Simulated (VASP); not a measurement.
# Hg2ICl (P4/mmm) in VASP: further runs

Runs on Hg2ICl. Level: PBE. Tasks: relaxation of cell and atoms, single point.

Everything below comes from runs of VASP 6.6.1. Logs are shortened: lines on timing, memory, paths and dates and some standing lists are left out, and cuts for length are marked.

## Step 1: The cell of the first run

The structure is tetragonal, space group P4/mmm (No. 123). Conventional cell: a = 5.122 Å, b = 5.122 Å, c = 5.616 Å, α = 90.00°, β = 90.00°, γ = 90.00°. Within 3.7 Å of Hg (site symmetry 4/mmm) lie 2 Cl at 2.81 Å and 4 I at 3.62 Å. Within 3.7 Å of Hg (site symmetry 4/mmm) lie 2 I at 2.81 Å and 4 Cl at 3.62 Å. Within 3.7 Å of I (site symmetry 4/mmm) lie 6 Hg at 2.81 to 3.62 Å. Cl (site symmetry 4/mmm) has 6 Hg at 2.81 to 3.62 Å within 3.7 Å.

## Step 2: Relaxation of cell and atoms, PBE

INCAR

```
SYSTEM = Hg2ICl
PREC = Accurate ; ENCUT = 600
EDIFF = 1E-7 ; ISMEAR = 0
SIGMA = 0.1 ; LREAL = .False.
LASPH = .True. ; NELM = 100
ALGO = Normal ; ISIF = 3
LWAVE = .False. ; LCHARG = .False.
GGA = PE ; IBRION = 2
NSW = 100 ; EDIFFG = -0.01
```

KPOINTS

```
regular mesh
0
Gamma
  10 10 8
  0 0 0
```

POSCAR

```
Hg2ICl
1.0
    5.1221818960      0.0000000000      0.0000000000
    0.0000000000      5.1221818960      0.0000000000
    0.0000000000      0.0000000000      5.6156338918
Hg I Cl
2 1 1
Direct
    0.0000000000      0.0000000000      0.0000000000
    0.5000000000      0.5000000000      0.5000000000
    0.5000000000      0.5000000000      0.0000000000
    0.0000000000      0.0000000000      0.5000000000
```

Potentials or basis: VASP PAW PBE potentials, release 64 (Hg, I, Cl).

On the command line:

```sh
$ cat potpaw_PBE.64/Hg/POTCAR potpaw_PBE.64/I/POTCAR potpaw_PBE.64/Cl/POTCAR > POTCAR
$ mpirun -np 1 vasp_std > vasp.out
```

OUTCAR:

```text
SYSTEM = Hg2ICl
   PREC = Accurate
   ENCUT = 600
   EDIFF = 1E-7
   ISMEAR = 0
   LREAL = .False.
   LASPH = .True.
   NELM = 100
   ISIF = 3
   GGA = PE
   IBRION = 2
   NSW = 100
   EDIFFG = -0.01

 ion  position               nearest neighbor table
   1  0.000  0.000  0.000-   4 2.81   4 2.81   3 3.62   3 3.62   3 3.62   3 3.62
   2  0.500  0.500  0.500-   3 2.81   3 2.81
   3  0.500  0.500  0.000-   2 2.81   2 2.81   1 3.62   1 3.62   1 3.62   1 3.62
   4  0.000  0.000  0.500-   1 2.81   1 2.81

  LATTYP: Found a simple tetragonal cell.
 ALAT       =     5.1221818960
 C/A-ratio  =     1.0963362891

  Lattice vectors:

 A1 = (   5.1221818960,   0.0000000000,   0.0000000000)
 A2 = (   0.0000000000,   5.1221818960,   0.0000000000)
 A3 = (   0.0000000000,   0.0000000000,   5.6156338918)

Analysis of symmetry for initial positions (statically):
=====================================================================
 Subroutine PRICEL returns:
 Original cell was already a primitive cell.

 Routine SETGRP: Setting up the symmetry group for a
 simple tetragonal supercell.

 Subroutine GETGRP returns: Found 16 space group operations
 (whereof 16 operations were pure point group operations)
 out of a pool of 16 trial point group operations.

The static configuration has the point symmetry D_4h.

Analysis of symmetry for dynamics (positions and initial velocities):
=====================================================================
 Subroutine PRICEL returns:
 Original cell was already a primitive cell.

 Routine SETGRP: Setting up the symmetry group for a
 simple tetragonal supercell.

 Subroutine GETGRP returns: Found 16 space group operations
 (whereof 16 operations were pure point group operations)
 out of a pool of 16 trial point group operations.

The dynamic configuration has the point symmetry D_4h.

 Subroutine INISYM returns: Found 16 space group operations
 (whereof 16 operations are pure point group operations),
 and found     1 'primitive' translations

----------------------------------------------------------------------------------------

                                     Primitive cell

  volume of cell :     147.3360

  direct lattice vectors                    reciprocal lattice vectors
     5.122181896  0.000000000  0.000000000     0.195229303  0.000000000  0.000000000
     0.000000000  5.122181896  0.000000000     0.000000000  0.195229303  0.000000000
     0.000000000  0.000000000  5.615633892     0.000000000  0.000000000  0.178074287

  length of vectors
     5.122181896  5.122181896  5.615633892     0.195229303  0.195229303  0.178074287

  position of ions in fractional coordinates (direct lattice)
     0.000000000  0.000000000  0.000000000
     0.500000000  0.500000000  0.500000000
     0.500000000  0.500000000  0.000000000
     0.000000000  0.000000000  0.500000000

  ion indices of the primitive-cell ions
   primitive index   ion index
                 1           1
                 2           2
                 3           3
                 4           4

----------------------------------------------------------------------------------------

 KPOINTS: regular mesh

Automatic generation of k-mesh.
 Grid dimensions read from file:
 generate k-points for:   10   10    8

 Generating k-lattice:

  Cartesian coordinates                     Fractional coordinates (reciprocal lattice)
     0.019522930  0.000000000  0.000000000     0.100000000  0.000000000  0.000000000
     0.000000000  0.019522930  0.000000000     0.000000000  0.100000000  0.000000000
     0.000000000  0.000000000  0.022259286     0.000000000  0.000000000  0.125000000

  Length of vectors
     0.019522930  0.019522930  0.022259286

  Shift w.r.t. Gamma in fractional coordinates (k-lattice)
     0.000000000  0.000000000  0.000000000

 Subroutine IBZKPT returns following result:
 ===========================================

 Found    105 irreducible k-points:

 Following reciprocal coordinates:
            Coordinates               Weight
  0.000000  0.000000  0.000000      1.000000
  0.100000  0.000000  0.000000      4.000000
  0.200000  0.000000  0.000000      4.000000
  0.300000  0.000000  0.000000      4.000000
  0.400000  0.000000  0.000000      4.000000
  0.500000  0.000000  0.000000      2.000000
[... 16 lines left out ...]
  0.100000  0.000000  0.125000      8.000000
  0.200000  0.000000  0.125000      8.000000
 [... further k-points ...]
   k-points           NKPTS =    105   k-points in BZ     NKDIM =    105   number of bands    NBANDS=     23
   number of dos      NEDOS =    301   number of ions     NIONS =      4
   total plane-waves  NPLWV =  84672
   dimension x,y,z NGX =    42 NGY =   42 NGZ =   48
   dimension x,y,z NGXF=    84 NGYF=   84 NGZF=   96
   ions per type =               2   1   1
   NGX,Y,Z   is equivalent  to a cutoff of  13.63, 13.63, 14.21 a.u.
   NGXF,Y,Z  is equivalent  to a cutoff of  27.26, 27.26, 28.42 a.u.
 SYSTEM =  Hg2ICl
   PREC   = accura    normal or accurate (medium, high low for compatibility)
   ISTART =      0    job   : 0-new  1-cont  2-samecut
   ICHARG =      2    charge: 1-file 2-atom 10-const
   ISPIN  =      1    spin polarized calculation?
   LNONCOLLINEAR =      F non collinear calculations
   LSORBIT =      F    spin-orbit coupling
   LASPH  =      T    aspherical Exc in radial PAW
   ENCUT  =  600.0 eV  44.10 Ry    6.64 a.u.  10.23 10.23 11.22*2*pi/ulx,y,z
   NELM   =    100;   NELMIN=  2; NELMDL= -5     # of ELM steps
   EDIFF  = 0.1E-06   stopping-criterion for ELM
   LREAL  =      F    real-space projection
   EDIFFG = -.1E-01   stopping-criterion for IOM
   NSW    =    100    number of steps for IOM
   IBRION =      2    ionic relax: 0-MD 1-quasi-New 2-CG
   NFREE  =      1    steps in history (QN), initial steepest desc. (CG)
   ISIF   =      3    stress and relaxation
   ISYM   =      2    0-nonsym 1-usesym 2-fastsym
   POTIM  = 0.5000    time-step for ionic-motion
   TEBEG  =    0.0;   TEEND  =   0.0 temperature during run
   PSTRESS=    0.0 pullay stress
   NELECT =      38.0000    total number of electrons
   NUPDOWN=      -1.0000    fix difference up-down
   EMIN   =  10.00;   EMAX   =-10.00  energy-range for DOS
   EFERMI =   0.00;   METHOD = LEGACY
   ISMEAR =     0;   SIGMA  =   0.10  broadening in eV -4-tet -1-fermi 0-gaus
   EFERMI_NEDOS =   21; number of points for ismear=-14 and -15
   IALGO  =     38    algorithm
   IMIX   =      4    mixing-type and parameters
     AMIX     =   0.40;   BMIX     =  1.00
     AMIX_MAG =   1.60;   BMIX_MAG =  1.00
  volume/ion in A,a.u.               =      36.83       248.57
  Fermi-wavevector in a.u.,A,eV,Ry     =   1.042077  1.969240 14.774897  1.085924
  Thomas-Fermi vector in A             =   2.176726
   LORBIT       =      0    0 simple, 1 ext, 2 COOP (PROOUT), +10 PAW based schemes
   GGA     = PE    functional components
   LHFCALC =     F    Hartree Fock is set to
   AEXX    =    0.0000 exact exchange contribution
   IVDW    =     0    specifies the selected vdW correction
   LEPSILON=     F    determine dielectric tensor
   LRPA    =     F    only Hartree local field effects (RPA)
 conjugate gradient relaxation of ions
 non-spin polarized calculation
 Gauss-broadening in eV      SIGMA  =   0.10
  energy-cutoff  :      600.00
  volume of cell :      147.34
 maximum number of plane-waves:      4976
 NGX is ok and might be reduce to    42
   NGX = 21   NGY = 21   NGZ = 23

--------------------------------------- Ionic step        1  -------------------------------------------

 number of electron      37.9999995 magnetization

 Free energy of the ion-electron system (eV)
  ---------------------------------------------------
  ext. energy  EPLUGINS =         0.00000000
  ---------------------------------------------------
  free energy    TOTEN  =        -4.48250168 eV

  energy without entropy =       -4.47100121  energy(sigma->0) =       -4.47675145

------------------------ aborting loop because EDIFF is reached ----------------------------------------

  FORCE on cell =-STRESS in cart. coord.  units (eV):
  Direction    XX          YY          ZZ          XY          YZ          ZX
  --------------------------------------------------------------------------------------
  -------------------------------------------------------------------------------------
  Total        0.0111583      0.0111583      0.1378929      0.0000000      0.0000000      0.0000000
  in kB        0.1213384      0.1213384      1.4994906      0.0000000      0.0000000      0.0000000
  external PRESSURE =       0.5807224 kB  Pullay stress =       0.0000000 kB

 VOLUME and BASIS-vectors are now :
 -----------------------------------------------------------------------------
  energy-cutoff  :      600.00
  volume of cell :      147.34
      direct lattice vectors                 reciprocal lattice vectors
     5.122181896  0.000000000  0.000000000     0.195229303  0.000000000  0.000000000
     0.000000000  5.122181896  0.000000000     0.000000000  0.195229303  0.000000000
     0.000000000  0.000000000  5.615633892     0.000000000  0.000000000  0.178074287
[... 39 lines left out ...]
 POSITION                                       TOTAL-FORCE (eV/Angst)
 -----------------------------------------------------------------------------------
      0.00000      0.00000      0.00000        -0.000000      0.000000      0.000000
      2.56144      2.56144      2.81249         0.000000      0.000000      0.000000
      2.56144      2.56144      0.00000        -0.000000      0.000000      0.000000
     -0.00000      0.00000      2.81249        -0.000000      0.000000      0.000000
 -----------------------------------------------------------------------------------
    total drift:                                0.000000     -0.000000     -0.000000

  FREE ENERGIE OF THE ION-ELECTRON SYSTEM (eV)
  ---------------------------------------------------
  free  energy   TOTEN  =        -4.4825794131 eV

  energy  without entropy=       -4.4709829829  energy(sigma->0) =       -4.47678120

--------------------------------------- Ionic step        3  -------------------------------------------

 number of electron      37.9999995 magnetization

 Free energy of the ion-electron system (eV)
  ---------------------------------------------------
  ext. energy  EPLUGINS =         0.00000000
  ---------------------------------------------------
  free energy    TOTEN  =        -4.48258818 eV

  energy without entropy =       -4.47101501  energy(sigma->0) =       -4.47680159

 E-fermi :   0.8125     XC(G=0):  -8.0052

 val. band max:        0.8113124817   @ k =   0.5000   0.4000   0.2500
 cond. band min:       0.8266688164   @ k =   0.4000   0.4000   0.2500
 fundamental gap:      0.0153563347
 Fermi energy:         0.8124612280

 k-point     1 :       0.0000    0.0000    0.0000
  band No.  band energies     occupation
      1     -13.6760      2.00000
      2     -12.2682      2.00000
      3      -5.4257      2.00000
      4      -5.4257      2.00000
      5      -5.3375      2.00000
      6      -5.1869      2.00000
[... 15 lines left out ...]
     22       6.9261      0.00000
     23       6.9261      0.00000
[... 575 lines left out ...]
      1     -13.6598      2.00000
      2     -12.2276      2.00000
      3      -5.5529      2.00000
      4      -5.4469      2.00000
      5      -5.4393      2.00000
      6      -5.1788      2.00000
[... 15 lines left out ...]
     22       5.5463      0.00000
     23       6.2100      0.00000

 [... further k-points ...]
[... 5 lines left out ...]
  --------------------------------------------------------------------------------------
  -------------------------------------------------------------------------------------
  Total       -0.0025244     -0.0025244      0.0032219      0.0000000      0.0000000      0.0000000
  in kB       -0.0274108     -0.0274108      0.0349853      0.0000000      0.0000000      0.0000000
  external PRESSURE =      -0.0066121 kB  Pullay stress =       0.0000000 kB

 VOLUME and BASIS-vectors are now :
 -----------------------------------------------------------------------------
  energy-cutoff  :      600.00
  volume of cell :      147.55
      direct lattice vectors                 reciprocal lattice vectors
     5.122702933  0.000000000  0.000000000     0.195209446  0.000000000  0.000000000
     0.000000000  5.122702933  0.000000000     0.000000000  0.195209446  0.000000000
    -0.000000000  0.000000000  5.622693128     0.000000000  0.000000000  0.177850716

 POSITION                                       TOTAL-FORCE (eV/Angst)
 -----------------------------------------------------------------------------------
      0.00000      0.00000      0.00000        -0.000000      0.000000      0.000000
      2.56135      2.56135      2.81135         0.000000      0.000000      0.000000
      2.56135      2.56135      0.00000        -0.000000      0.000000      0.000000
     -0.00000      0.00000      2.81135        -0.000000      0.000000      0.000000
 -----------------------------------------------------------------------------------
    total drift:                                0.000000     -0.000000     -0.000000

  FREE ENERGIE OF THE ION-ELECTRON SYSTEM (eV)
  ---------------------------------------------------
  free  energy   TOTEN  =        -4.4825881768 eV

  energy  without entropy=       -4.4710150071  energy(sigma->0) =       -4.47680159

 reached required accuracy - stopping structural energy minimisation
```

It took 5.3 min on 1 thread of Intel Xeon 6975P-C (Granite Rapids), shared host; peak memory 0.63 GiB.

What came out:

```yaml
Free_energy: -4.4826 eV
Relaxed_volume: 36.89 Å³/atom
Relaxed_cell: a = 5.123 Å, b = 5.123 Å, c = 5.623 Å, α = 90.00°, β = 90.00°, γ = 90.00°
Space_group_after_relaxing_to_0.05_Å: P4/mmm (No. 123)
Energy_gained_by_relaxing: 0.0 meV/atom
Ionic_steps: 3
Pressure_after_relaxing: 0.0 GPa
Band_gap_on_the_k_mesh: zero (band 19 reaches 2.26 eV, above the bottom of band 20 at -1.22 eV)
```

Final structure:
```
Hg I Cl
1.0
     5.12270    0.00000    0.00000
     0.00000    5.12270    0.00000
     0.00000    0.00000    5.62269
Hg I Cl
2 1 1
Direct
  0.00000 0.00000 0.00000
  0.50000 0.50000 0.50000
  0.50000 0.50000 0.00000
  0.00000 0.00000 0.50000
```

Levels at points of the mesh, in eV from the Fermi level:
```tsv
k point	band 17	band 18	band 19	band 20	band 21	band 22
(0.00, 0.00, 0.00)	-2.36	-2.05	-2.04	-2.04	5.26	6.11
(0.50, 0.00, 0.00)	-2.33	-2.06	-1.13	-0.25	3.46	3.90
(0.50, 0.50, 0.00)	-2.16	-2.16	-2.09	-2.00	5.04	5.04
(0.00, 0.00, 0.50)	-2.10	-2.10	0.67	2.28	4.68	4.68
(0.50, 0.00, 0.50)	-1.72	-1.63	1.45	2.39	2.61	2.92
(0.50, 0.50, 0.50)	-2.53	-2.53	0.78	2.49	3.77	3.77
```

Caveat: spin-orbit coupling is left out, which moves the levels of the heavy elements.

## Step 3: Single point, PBE

INCAR

```
SYSTEM = Hg2ICl
ALGO = Normal
EDIFF = 1E-6
ENCUT = 520
GGA = PE
ISIF = 2
ISMEAR = 0
LASPH = .True.
LCHARG = .False.
LREAL = .False.
LWAVE = .False.
NBANDS = 27
NELM = 100
PREC = Accurate
SIGMA = 0.1
```

KPOINTS

```
k-points
0
Gamma
  10 10 8
  0 0 0
```

POSCAR is that of step 2.

Potentials or basis: VASP PAW PBE potentials, release 64 (Hg, I, Cl).

On the command line:

```sh
$ cat potpaw_PBE.64/Hg/POTCAR potpaw_PBE.64/I/POTCAR potpaw_PBE.64/Cl/POTCAR > POTCAR
$ mpirun -np 1 vasp_std > vasp.out
```

It took 4.7 min on 1 thread of AMD EPYC 7R43 (Zen 3), shared host; peak memory 0.49 GiB.

It converged, with:

| Item | Value |
| --- | --- |
| Free energy | -4.4823 eV |
| Pressure | 0.0 GPa |
| Band gap on the k mesh | zero (band 19 reaches 2.29 eV, above the bottom of band 20 at -1.22 eV) |

Stress tensor (GPa, compression positive):
```
-0.02  0.00  0.00
 0.00 -0.02  0.00
 0.00  0.00  0.12
```

Levels at points of the mesh, in eV from the Fermi level:
| k point | band 16 | band 17 | band 18 | band 19 | band 20 | band 21 | band 22 | band 23 |
| --- | --- | --- | --- | --- | --- | --- | --- | --- |
| (0.00, 0.00, 0.00) | -2.86 | -2.37 | -2.06 | -2.05 | -2.05 | 5.25 | 6.11 | 6.11 |
| (0.50, 0.00, 0.00) | -3.32 | -2.34 | -2.07 | -1.14 | -0.26 | 3.45 | 3.90 | 4.60 |
| (0.50, 0.50, 0.00) | -3.39 | -2.17 | -2.17 | -2.09 | -2.01 | 5.04 | 5.04 | 6.16 |
| (0.00, 0.00, 0.50) | -2.32 | -2.11 | -2.11 | 0.68 | 2.29 | 4.66 | 4.66 | 5.14 |
| (0.50, 0.00, 0.50) | -1.96 | -1.73 | -1.64 | 1.46 | 2.38 | 2.62 | 2.91 | 4.04 |
| (0.50, 0.50, 0.50) | -2.60 | -2.54 | -2.54 | 0.79 | 2.50 | 3.76 | 3.76 | 5.30 |

Caveat: spin-orbit coupling is left out, which moves the levels of the heavy elements.
